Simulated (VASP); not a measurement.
Here is a VASP 6.6.1 calculation.

File INCAR:

```
PREC     = Accurate       # precision mode
ENCUT    = 520            # plane-wave cutoff, eV
EDIFF    = 1E-6           # SCF threshold, eV
ISMEAR   = -1             # smearing method
SIGMA    = 0.1            # smearing width, eV
LREAL    = F              # projectors in reciprocal space
LASPH    = T              # aspherical terms in the spheres
NELM     = 60             # most SCF steps
ALGO     = Normal         # electronic algorithm
ISIF     = 2              # what is computed and relaxed
LWAVE    = F              # write WAVECAR
LCHARG   = T              # write CHGCAR
GGA      = B5             # functional
ALDAX    = 1.0          
AGGAX    = 1.0          
AGGAC    = 1.0          
ALDAC    = 0.0          
LELF     = T              # ELF
LVHAR    = T            
NBANDS   = 24             # bands
```

KPOINTS

```
regular mesh
0
Gamma
  8 8 11
```

The input POSCAR:

```
Ta
1.0
    4.9215360451      0.0000000000      0.0000000000
   -2.4607680225      4.2621752407      0.0000000000
    0.0000000000      0.0000000000      2.7541138286
Ta
3
Direct
    1.0000000000      1.0000000000      0.0000000000
    0.3333333333      0.6666666667      0.5000000000
    0.6666666667      0.3333333333      0.5000000000
```

Potentials or basis: VASP PAW PBE potentials, release 64 (Ta_pv).

Command:

```bash
$ cat potpaw_PBE.64/Ta_pv/POTCAR > POTCAR
$ mpirun -np 1 vasp_std > vasp.out
```

Problem. Estimate the pressure.

Solution. 0.9 GPa.

Problem. What does it give for the band gap on the k mesh?

Solution. Zero (an odd number of electrons rules out a gap without spin polarisation).

Caveat: the PAW data sets were made with another functional, which shifts forces and pressure a little; spin-orbit coupling is left out, which moves the levels of the heavy elements.
